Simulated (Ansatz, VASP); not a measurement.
## As in VASP and in Ansatz

INCAR

```
SYSTEM = As
  PREC = Accurate
  ENCUT = 520
  EDIFF = 1E-6
  ISMEAR = 0
  SIGMA = 0.02
  LREAL = .False.
  LASPH = .True.
  NELM = 60
  ALGO = Normal
  ISIF = 2
  LWAVE = .False.
  LCHARG = .True.
  LDIPOL = .True.
  IDIPOL = 3
  DIPOL = 0.5 0.5 0.500
  GGA = PE
  LELF = .True.
  LVHAR = .True.
  LVACPOTAV = .True.
  NBANDS = 12
```

Contents of KPOINTS:

```
regular mesh
0
Gamma
  9 9 1
  0 0 0
```

POSCAR

```
As
1.0
    3.6120000000      0.0000000000      0.0000000000
   -1.8060000000      3.1280837585      0.0000000000
    0.0000000000      0.0000000000     28.0000000000
As
2
Direct
    0.3333333333      0.6666666667      0.5266071429
    0.6666666667      0.3333333333      0.4733928571
```

Input for Ansatz:

```yaml
crystal:
  lattice:
    - [3.612, 0.0, 0.0]
    - [-1.806, 3.1280837585, 0.0]
    - [0.0, 0.0, 28.0]
  atoms:
    - { symbol: As, position: [0.3333333333, 0.6666666667, 0.5266071429] }
    - { symbol: As, position: [0.6666666667, 0.3333333333, 0.4733928571] }
  periodic: [true, true, false]
basis:
  ecutwfc: 420
kpoints:
  mp_grid: { grid: [9, 9, 1] }
hamiltonian:
  xc: pbe
scf:
  occupations: { method: gaussian, width: 0.02 }
output:
  forces: true
  stress: true
  eigenvalues: true
```

Alike in both runs: task single point; functional PBE; k mesh 9 × 9 × 1; occupations gaussian, width 0.02 eV; no spin polarisation.

|  | VASP | Ansatz |
| --- | --- | --- |
| version | VASP 6.6.1 | Ansatz 0.2.0 |
| potentials or method | VASP PAW PBE potentials, release 64 (As), cutoff 520 eV | scalar-relativistic, plane waves, PAW |
| valence electrons in the cell | 10 | 30 |

Ansatz gave:

| Property | Result |
| --- | --- |
| gap on the k mesh at the Fermi level (eV) | 1.22 |
| least direct gap on the mesh (eV) | 1.80 |
| rms of the force components (eV/Å) | 0.692 |

Q: Which values does VASP return?

A: gap on the k mesh at the Fermi level (eV): 1.23; least direct gap on the mesh (eV): 1.79; rms of the force components (eV/Å): 0.656.

Atom by atom the forces differ by 0.035 eV/Å (rms over components). VASP's potentials hold 10 valence electrons a cell and Ansatz's 30, so a difference there can come from the potentials and not from the codes.
